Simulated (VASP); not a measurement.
# Ga2O3 in VASP: single point with PBE

Aim: the single point of Ga2O3 with PBE.

Everything below comes from runs of VASP 6.6.1. Logs are shortened: lines on timing, memory, paths and dates and some standing lists are left out, and cuts for length are marked.

### Step 1. The cell of the first run

The cell holds a disordered packing, 15 atoms: a = 5.723 Å, b = 6.154 Å, c = 5.631 Å, α = 84.38°, β = 91.70°, γ = 96.52°.

### Step 2. Single point, PBE

INCAR reads:

```
SYSTEM = Ga2O3
  ALGO = Normal
  EDIFF = 1E-6
  ENCUT = 520
  GGA = PE
  ISIF = 2
  ISMEAR = 0
  LASPH = .True.
  LCHARG = .True.
  LELF = .True.
  LREAL = Auto
  LVHAR = .True.
  LWAVE = .False.
  NBANDS = 79
  NELM = 80
  PREC = Accurate
  SIGMA = 0.02
```

KPOINTS reads:

```
k-points
0
Gamma
  4 4 4
  0 0 0
```

POSCAR reads:

```
Ga2O3
1.0
    5.7123570000     -0.3381500000     -0.0759790000
   -0.3332350000      6.1388720000      0.2825190000
   -0.0753970000      0.2900930000      5.6228990000
Ga O
6 9
Direct
    0.0191510288      0.3473267553      0.7556656351
    0.7591552863      0.4561326786      0.2218344100
    0.2483713872      0.6865866527      0.2790925343
    0.5236281504      0.0692650240      0.5964936658
    0.4693917787      0.5443238950      0.8088489422
    0.8054518623      0.9581753908      0.1204545988
    0.5810873702      0.7056556706      0.1848958326
    0.8026367667      0.0793865768      0.7949987572
    0.3444127340      0.2928124424      0.6444107181
    0.3965536827      0.7804738445      0.5965881061
    0.9917353750      0.5080519190      0.4473622244
    0.7760834932      0.4987537482      0.8895800332
    0.6575651622      0.1578684272      0.2918046551
    0.2134066308      0.4776892060      0.0112057592
    0.1122634754      0.9338982921      0.1771849920
```

Potentials or basis: VASP PAW PBE potentials, release 64 (Ga_d, O).

On the command line:

```sh
cat potpaw_PBE.64/Ga_d/POTCAR potpaw_PBE.64/O/POTCAR > POTCAR
mpirun -np 1 vasp_std > vasp.out
```

OUTCAR:

```text
SYSTEM = Ga2O3
   EDIFF = 1E-6
   ENCUT = 520
   GGA = PE
   ISIF = 2
   ISMEAR = 0
   LASPH = .True.
   LREAL = Auto
   NELM = 80
   PREC = Accurate

 ion  position               nearest neighbor table
   1  0.019  0.347  0.756-  11 1.92   8 1.95  12 1.97  14 1.97   9 2.05   5 2.74
   2  0.759  0.456  0.222-  11 1.84  12 1.87  13 1.87   7 1.93   5 2.86
   3  0.248  0.687  0.279-  15 1.82  11 1.94   7 1.98  10 2.06  14 2.07
   4  0.524  0.069  0.596-  10 1.84   9 1.85  13 1.90   8 1.92
   5  0.469  0.544  0.809-  12 1.85  10 1.87  14 1.87   9 1.94   1 2.74   2 2.86
   6  0.805  0.958  0.120-  15 1.80   8 1.91   7 1.91  13 1.92
   7  0.581  0.706  0.185-   6 1.91   2 1.93   3 1.98
   8  0.803  0.079  0.795-   6 1.91   4 1.92   1 1.95
   9  0.344  0.293  0.644-   4 1.85   5 1.94   1 2.05
  10  0.397  0.780  0.597-   4 1.84   5 1.87   3 2.06
  11  0.992  0.508  0.447-   2 1.84   1 1.92   3 1.94
  12  0.776  0.499  0.890-   5 1.85   2 1.87   1 1.97
  13  0.658  0.158  0.292-   2 1.87   4 1.90   6 1.92
  14  0.213  0.478  0.011-   5 1.87   1 1.97   3 2.07
  15  0.112  0.934  0.177-   6 1.80   3 1.82

  LATTYP: Found a triclinic cell.
 ALAT       =     5.7228612360
 B/A-ratio  =     1.3819310587
 C/A-ratio  =     1.0754057319
 COS(alpha) =     0.0124574606
 COS(beta)  =     0.1135944215
 COS(gamma) =     0.7025023510

  Lattice vectors:

 A1 = (   5.7123570000,  -0.3381500000,  -0.0759790000)
 A2 = (   5.6369600000,  -0.0480570000,   5.5469200000)
 A3 = (   0.3332350000,  -6.1388720000,  -0.2825190000)

Analysis of symmetry for initial positions (statically):
=====================================================================
 Subroutine PRICEL returns:
 Original cell was already a primitive cell.

 Routine SETGRP: Setting up the symmetry group for a
 triclinic supercell.

 Subroutine GETGRP returns: Found  1 space group operations
 (whereof  1 operations were pure point group operations)
 out of a pool of  2 trial point group operations.

The static configuration has the point symmetry C_1 .

Analysis of symmetry for dynamics (positions and initial velocities):
=====================================================================
 Subroutine PRICEL returns:
 Original cell was already a primitive cell.

 Routine SETGRP: Setting up the symmetry group for a
 triclinic supercell.

 Subroutine GETGRP returns: Found  1 space group operations
 (whereof  1 operations were pure point group operations)
 out of a pool of  2 trial point group operations.

The dynamic configuration has the point symmetry C_1 .

 Subroutine INISYM returns: Found  1 space group operations
 (whereof  1 operations are pure point group operations),
 and found     1 'primitive' translations

----------------------------------------------------------------------------------------

                                     Primitive cell

  volume of cell :     196.0582

  direct lattice vectors                    reciprocal lattice vectors
     5.712357000 -0.338150000 -0.075979000     0.175643242  0.009448447  0.001867728
    -0.333235000  6.138872000  0.282519000     0.009585634  0.163799705 -0.008322116
    -0.075397000  0.290093000  5.622899000     0.001891742 -0.008102341  0.178287582

  length of vectors
     5.722861236  6.154397776  5.630881975     0.175907106  0.164290856  0.178481619

  position of ions in fractional coordinates (direct lattice)
     0.019151029  0.347326755  0.755665635
     0.759155286  0.456132679  0.221834410
     0.248371387  0.686586653  0.279092534
     0.523628150  0.069265024  0.596493666
     0.469391779  0.544323895  0.808848942
     0.805451862  0.958175391  0.120454599
     0.581087370  0.705655671  0.184895833
     0.802636767  0.079386577  0.794998757
     0.344412734  0.292812442  0.644410718
     0.396553683  0.780473845  0.596588106
     0.991735375  0.508051919  0.447362224
     0.776083493  0.498753748  0.889580033
     0.657565162  0.157868427  0.291804655
     0.213406631  0.477689206  0.011205759
     0.112263475  0.933898292  0.177184992

  ion indices of the primitive-cell ions
   primitive index   ion index
                 1           1
[... 26 lines left out ...]
     0.043910810  0.002362112  0.000466932     0.250000000 -0.000000000 -0.000000000
     0.002396409  0.040949926 -0.002080529    -0.000000000  0.250000000  0.000000000
     0.000472935 -0.002025585  0.044571895    -0.000000000  0.000000000  0.250000000

  Length of vectors
     0.043976776  0.041072714  0.044620405

  Shift w.r.t. Gamma in fractional coordinates (k-lattice)
     0.000000000  0.000000000  0.000000000

 Subroutine IBZKPT returns following result:
 ===========================================

 Found     36 irreducible k-points:

 Following reciprocal coordinates:
            Coordinates               Weight
  0.000000  0.000000  0.000000      1.000000
  0.250000  0.000000  0.000000      2.000000
  0.500000  0.000000  0.000000      1.000000
  0.000000  0.250000  0.000000      2.000000
  0.250000  0.250000  0.000000      2.000000
  0.500000  0.250000  0.000000      2.000000
[... 16 lines left out ...]
  0.000000 -0.250000  0.250000      2.000000
  0.250000 -0.250000  0.250000      2.000000
 [... further k-points ...]
   k-points           NKPTS =     36   k-points in BZ     NKDIM =     36   number of bands    NBANDS=     79
   number of dos      NEDOS =    301   number of ions     NIONS =     15
   total plane-waves  NPLWV =  96768
   dimension x,y,z NGX =    48 NGY =   48 NGZ =   42
   dimension x,y,z NGXF=    96 NGYF=   96 NGZF=   84
   ions per type =               6   9
   NGX,Y,Z   is equivalent  to a cutoff of  13.94, 12.97, 12.40 a.u.
   NGXF,Y,Z  is equivalent  to a cutoff of  27.89, 25.93, 24.80 a.u.
 SYSTEM =  Ga2O3
   PREC   = accura    normal or accurate (medium, high low for compatibility)
   ISTART =      0    job   : 0-new  1-cont  2-samecut
   ICHARG =      2    charge: 1-file 2-atom 10-const
   ISPIN  =      1    spin polarized calculation?
   LNONCOLLINEAR =      F non collinear calculations
   LSORBIT =      F    spin-orbit coupling
   LASPH  =      T    aspherical Exc in radial PAW
   ENCUT  =  520.0 eV  38.22 Ry    6.18 a.u.  10.64 11.44 10.47*2*pi/ulx,y,z
   NELM   =     80;   NELMIN=  2; NELMDL= -5     # of ELM steps
   EDIFF  = 0.1E-05   stopping-criterion for ELM
   LREAL  =      T    real-space projection
   EDIFFG = 0.1E-04   stopping-criterion for IOM
   NSW    =      0    number of steps for IOM
   IBRION =     -1    ionic relax: 0-MD 1-quasi-New 2-CG
   NFREE  =      0    steps in history (QN), initial steepest desc. (CG)
   ISIF   =      2    stress and relaxation
   ISYM   =      2    0-nonsym 1-usesym 2-fastsym
   POTIM  = 0.5000    time-step for ionic-motion
   TEBEG  =    0.0;   TEEND  =   0.0 temperature during run
   PSTRESS=    0.0 pullay stress
   NELECT =     132.0000    total number of electrons
   NUPDOWN=      -1.0000    fix difference up-down
   EMIN   =  10.00;   EMAX   =-10.00  energy-range for DOS
   EFERMI =   0.00;   METHOD = LEGACY
   ISMEAR =     0;   SIGMA  =   0.02  broadening in eV -4-tet -1-fermi 0-gaus
   EFERMI_NEDOS =   21; number of points for ismear=-14 and -15
   IALGO  =     38    algorithm
   IMIX   =      4    mixing-type and parameters
     AMIX     =   0.40;   BMIX     =  1.00
     AMIX_MAG =   1.60;   BMIX_MAG =  1.00
  volume/ion in A,a.u.               =      13.07        88.20
  Fermi-wavevector in a.u.,A,eV,Ry     =   1.434843  2.711461 28.011337  2.058775
  Thomas-Fermi vector in A             =   2.554207
   LORBIT       =      0    0 simple, 1 ext, 2 COOP (PROOUT), +10 PAW based schemes
   GGA     = PE    functional components
   LHFCALC =     F    Hartree Fock is set to
   AEXX    =    0.0000 exact exchange contribution
   IVDW    =     0    specifies the selected vdW correction
   LEPSILON=     F    determine dielectric tensor
   LRPA    =     F    only Hartree local field effects (RPA)
 non-spin polarized calculation
 Gauss-broadening in eV      SIGMA  =   0.02
  energy-cutoff  :      520.00
  volume of cell :      196.06
 maximum number of plane-waves:      5296
 NGX is ok and might be reduce to    48
   NGX = 21   NGY = 23   NGZ = 21

 number of electron     132.0000022 magnetization

 Free energy of the ion-electron system (eV)
  ---------------------------------------------------
  ext. energy  EPLUGINS =         0.00000000
  ---------------------------------------------------
  free energy    TOTEN  =       -87.39025656 eV

  energy without entropy =      -87.39025656  energy(sigma->0) =      -87.39025656

 E-fermi :   2.0603     XC(G=0): -10.1379

 val. band max:        1.8896656318   @ k =   0.0000   0.0000   0.0000
 cond. band min:       3.5110004199   @ k =   0.0000   0.0000   0.0000
 fundamental gap:      1.6213347880
 Fermi energy:         2.0602648951

 k-point     1 :       0.0000    0.0000    0.0000
  band No.  band energies     occupation
      1     -16.7692      2.00000
      2     -16.0633      2.00000
      3     -15.8615      2.00000
      4     -15.7641      2.00000
      5     -15.7191      2.00000
      6     -15.5875      2.00000
[... 1933 lines left out ...]
     77      10.5673      0.00000
     78      10.9394      0.00000

 [... further k-points ...]

 [bands above 78 left out]

------------------------ aborting loop because EDIFF is reached ----------------------------------------

  FORCE on cell =-STRESS in cart. coord.  units (eV):
  Direction    XX          YY          ZZ          XY          YZ          ZX
  --------------------------------------------------------------------------------------
  -------------------------------------------------------------------------------------
  Total        0.5115010      0.5491247      0.4967005     -0.0153343      0.0053710      0.0165413
  in kB        4.1799589      4.4874178      4.0590103     -0.1253112      0.0438913      0.1351747
  external PRESSURE =       4.2421290 kB  Pullay stress =       0.0000000 kB

 VOLUME and BASIS-vectors are now :
 -----------------------------------------------------------------------------
  energy-cutoff  :      520.00
  volume of cell :      196.06
      direct lattice vectors                 reciprocal lattice vectors
     5.712357000 -0.338150000 -0.075979000     0.175643242  0.009448447  0.001867728
    -0.333235000  6.138872000  0.282519000     0.009585634  0.163799705 -0.008322116
    -0.075397000  0.290093000  5.622899000     0.001891742 -0.008102341  0.178287582

 POSITION                                       TOTAL-FORCE (eV/Angst)
 -----------------------------------------------------------------------------------
     -0.06332      2.34493      4.34570        -0.000045     -0.016718     -0.011057
      4.16784      2.60778      1.31854         0.023344     -0.004066      0.008023
      1.16895      4.21184      1.74441         0.005575     -0.001666     -0.003573
      2.92310      0.42118      3.33381        -0.020115      0.005215      0.006579
      2.43896      3.41745      4.66619         0.030346      0.009697      0.004425
      4.27265      5.64470      0.88681         0.027592      0.005521     -0.000832
      3.07029      4.18907      1.19486        -0.021603      0.002593     -0.004306
      4.49855      0.44656      4.43164         0.000398     -0.019465     -0.001024
      1.82125      1.86801      3.68001        -0.008935     -0.012789     -0.017419
      1.96019      4.83020      3.54492        -0.003886      0.007378     -0.015904
      5.46212      2.91329      2.58366        -0.010884     -0.000401      0.010178
      4.19999      3.05741      5.08396        -0.010665      0.007326     -0.032745
      3.68164      0.83143      1.63543        -0.008952     -0.000064      0.010180
      1.05903      2.86356      0.18175         0.000530     -0.009602      0.055403
      0.31672      5.74652      1.25161        -0.002700      0.027042     -0.007926
 -----------------------------------------------------------------------------------
    total drift:                               -0.002395      0.001529      0.004121

  FREE ENERGIE OF THE ION-ELECTRON SYSTEM (eV)
  ---------------------------------------------------
  free  energy   TOTEN  =       -87.3902565627 eV

  energy  without entropy=      -87.3902565627  energy(sigma->0) =      -87.39025656
```

Wall time 9.8 min (1 thread of Intel Xeon 6975P-C (Granite Rapids), shared host); peak memory 0.49 GiB.

Results:

```
Free energy            : -87.3903 eV
Pressure               : 0.4 GPa
Largest force          : 0.056 eV/Å
Band gap on the k mesh : 1.62 eV
```

Forces on the atoms (eV/Å):
```
Ga   0.000 -0.017 -0.011
Ga   0.023 -0.004  0.008
Ga   0.006 -0.002 -0.004
Ga  -0.020  0.005  0.007
Ga   0.030  0.010  0.004
Ga   0.028  0.006 -0.001
O   -0.022  0.003 -0.004
O    0.000 -0.019 -0.001
O   -0.009 -0.013 -0.017
O   -0.004  0.007 -0.016
O   -0.011  0.000  0.010
O   -0.011  0.007 -0.033
O   -0.009  0.000  0.010
O    0.001 -0.010  0.055
O   -0.003  0.027 -0.008
```
